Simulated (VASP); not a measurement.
Wanted: the native input for a VASP 6.6.1 run.

```
Task                   : relaxation of cell and atoms
Functional             : PBE
Potentials or basis    : VASP PAW PBE potentials, release 64 (Ga_d, B, Sb)
Cutoff                 : 600 eV
k mesh                 : 4 × 4 × 4
Occupations            : gaussian, width 0.1 eV
Spin                   : no spin polarisation
Dipole correction      : no
Further INCAR settings : ALGO = Normal; EDIFF = 1e-06; IBRION = 2; EDIFFG = -0.04; NSW = 90; ISIF = 3
```

The structure of Ga2BSb3 lies in POSCAR:

```
Ga2BSb3
1.0
    6.2954018642      0.0000000000      0.0000000000
    0.0000000000      6.2954018642      0.0000000000
    0.0000000000      0.0000000000      5.0224814762
Ga B Sb
2 1 3
Direct
    0.0000000000      0.5000000000      0.0000000000
    0.5000000000      0.0000000000      0.0000000000
    0.5000000000      0.5000000000      0.5000000000
    0.0000000000      0.0000000000      0.7505139900
    0.0000000000      0.0000000000      0.2494860100
    0.5000000000      0.5000000000      0.0000000000
```

The cell was built from a structure type or drawn by symmetry, and may not be a known phase.

One way to write it, as run:

INCAR

```
SYSTEM = Ga2BSb3
PREC     = Accurate       ! precision mode
ENCUT    = 600            ! plane-wave cutoff, eV
EDIFF    = 1E-6           ! SCF threshold, eV
ISMEAR   = 0              ! smearing method
SIGMA    = 0.1            ! smearing width, eV
LREAL    = .FALSE.        ! projectors in reciprocal space
LASPH    = .TRUE.         ! aspherical terms in the spheres
NELM     = 80             ! most SCF steps
ALGO     = Normal         ! electronic algorithm
ISIF     = 3              ! what is computed and relaxed
LWAVE    = .FALSE.        ! write WAVECAR
LCHARG   = .FALSE.        ! write CHGCAR
GGA      = PE             ! functional
IBRION   = 2              ! ionic algorithm
NSW      = 90             ! ionic steps
EDIFFG   = -0.04          ! ionic threshold
```

KPOINTS

```
regular mesh
0
G
  4 4 4
  0 0 0
```

Potentials or basis: VASP PAW PBE potentials, release 64 (Ga_d, B, Sb).

Launch:

```console
$ cat potpaw_PBE.64/Ga_d/POTCAR potpaw_PBE.64/B/POTCAR potpaw_PBE.64/Sb/POTCAR > POTCAR
$ mpirun -np 1 vasp_std > vasp.out
```

Results of the run:

| Quantity | Value |
| --- | --- |
| Relaxed volume | 27.38 Å³/atom |
| Relaxed cell | a = 5.442 Å, b = 5.442 Å, c = 5.547 Å, α = 90.00°, β = 90.00°, γ = 90.00° |
| Space group after relaxing (to 0.1 Å) | P4/mmm (No. 123) |
| Energy gained by relaxing | 278.3 meV/atom |
| Ionic steps | 11 |
| Pressure after relaxing | 0.0 GPa |
| Largest force after relaxing | 0.010 eV/Å |
| Band gap on the k mesh | zero (bands 22 and 23 overlap by 1.60 eV) |

Caveat: the volume moved by over 15 % at a fixed basis, so the end points are rough; spin-orbit coupling is left out, which moves the levels of the heavy elements.

Wall time 20 min on 1 thread of Intel(R) Xeon(R) Platinum 8488C (Sapphire Rapids), with other jobs on the host, peak memory 0.39 GiB.
